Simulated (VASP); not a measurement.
# Se: relaxation of cell and atoms with PBE

Se:

```
Se
1.0
     0.02026    2.78462    0.06039
    -0.00822    0.11947    5.68499
     5.57278    0.04052   -0.00831
Se
4
Cartesian
  -0.0261 -0.0142 1.4140
  0.0278 0.1431 4.2773
  2.7638 2.8255 1.4550
  2.8313 2.8943 4.3361
```

```json
{
 "Program": "VASP 6.6.1",
 "Task": "relaxation of cell and atoms",
 "Functional": "PBE",
 "Potentials or basis": "VASP PAW PBE potentials, release 64 (Se)",
 "Cutoff": "600 eV",
 "k mesh": "8 × 4 × 4",
 "Occupations": "gaussian, width 0.2 eV",
 "Spin": "no spin polarisation",
 "Dipole correction": "no",
 "Further INCAR settings": "ALGO = Normal; EDIFF = 1e-07; IBRION = 2; EDIFFG = -0.025; NSW = 80; ISIF = 3"
}
```

| Property | Result |
| --- | --- |
| Relaxed volume | 22.95 Å³/atom |
| Relaxed cell | a = 2.729 Å, b = 5.900 Å, c = 5.702 Å, α = 89.97°, β = 90.15°, γ = 90.33° |
| Space group after relaxing (to 0.1 Å) | P4/mmm (No. 123) |
| Energy gained by relaxing | 16.5 meV/atom |
| Ionic steps | 18 |
| Pressure after relaxing | 0.0 GPa |
| Largest force after relaxing | 0.023 eV/Å |

Forces in eV/Å, atoms in the order of the input:
```
Se  -0.005 -0.017 -0.013
Se   0.003  0.018  0.013
Se  -0.001  0.014 -0.005
Se   0.003 -0.015  0.005
```

Stress tensor (GPa, compression positive):
```
-0.09  0.04 -0.01
 0.04 -0.07  0.09
-0.01  0.09  0.10
```

Step by step:
| step | energy change (eV) | largest force (eV/Å) | pressure (GPa) | volume (Å³) |
| --- | --- | --- | --- | --- |
| 1 | 0.0000 | 0.1939 | 2.59 | 88.18 |
| 2 | -0.0238 | 0.1376 | -1.17 | 92.81 |
| 3 | -0.0280 | 0.1435 | -0.19 | 91.47 |
| 4 | -0.0335 | 0.1254 | -0.15 | 91.46 |
| 5 | -0.0467 | 0.0737 | 0.00 | 91.41 |
| 6 | -0.0395 | 0.2235 | 0.68 | 91.24 |
| 7 | -0.0507 | 0.1038 | 0.21 | 91.35 |
| 8 | -0.0536 | 0.0727 | -0.28 | 92.11 |
| 9 | -0.0538 | 0.0662 | -0.43 | 92.36 |
| 10 | -0.0561 | 0.0576 | -0.40 | 92.37 |
| 11 | -0.0600 | 0.0702 | -0.29 | 92.39 |
| 12 | -0.0601 | 0.0591 | -0.33 | 92.39 |
| 13 | -0.0602 | 0.0637 | -0.31 | 92.39 |
| 14 | -0.0624 | 0.0568 | -0.12 | 92.09 |
| 15 | -0.0643 | 0.0447 | 0.26 | 91.56 |
| 16 | -0.0656 | 0.0346 | 0.07 | 91.73 |
| 17 | -0.0658 | 0.0294 | -0.03 | 91.82 |
| 18 | -0.0660 | 0.0228 | -0.02 | 91.81 |

Final structure:
```
Se
1.0
    -0.00393    2.72905   -0.00535
     0.00134   -0.02207    5.89974
     5.70228   -0.00711    0.00123
Se
4
Cartesian
  0.0025 -0.0010 1.4775
  5.6976 2.7000 4.4176
  2.8490 2.7170 1.4722
  2.8503 -0.0162 4.4239
```

Levels at points of the mesh, in eV from the Fermi level:
```tsv
k point	band 8	band 9	band 10	band 11	band 12	band 13	band 14	band 15	band 16
(0.00, 0.00, 0.00)	-4.73	0.44	1.23	1.83	2.33	2.42	2.98	3.48	3.73
(0.50, 0.00, 0.00)	-4.55	-4.30	-3.98	-3.20	-2.63	2.22	2.97	3.07	3.08
(0.00, 0.50, 0.00)	-3.81	-2.04	-2.00	1.72	1.73	2.90	2.91	4.16	4.17
(0.50, 0.50, 0.00)	-4.70	-3.96	-3.95	-1.60	-1.57	-0.01	0.02	3.41	3.42
(0.00, 0.00, 0.50)	-3.59	-2.12	-2.12	1.05	1.06	3.01	3.01	4.02	4.02
(0.50, 0.00, 0.50)	-4.88	-3.59	-3.59	-1.39	-1.39	-0.10	-0.10	2.78	2.78
(0.00, 0.50, 0.50)	-3.06	-2.96	-2.96	-2.95	-2.94	3.47	3.47	3.48	3.48
(0.50, 0.50, 0.50)	-5.68	-0.98	-0.98	-0.95	-0.95	-0.76	-0.76	-0.74	-0.74
```

Run time: 6.4 min on 1 thread of Intel(R) Xeon(R) 6975P-C (Granite Rapids), on a shared host, peak memory 0.28 GiB.

Caveat: the highest band is partly filled, so the run has too few bands.
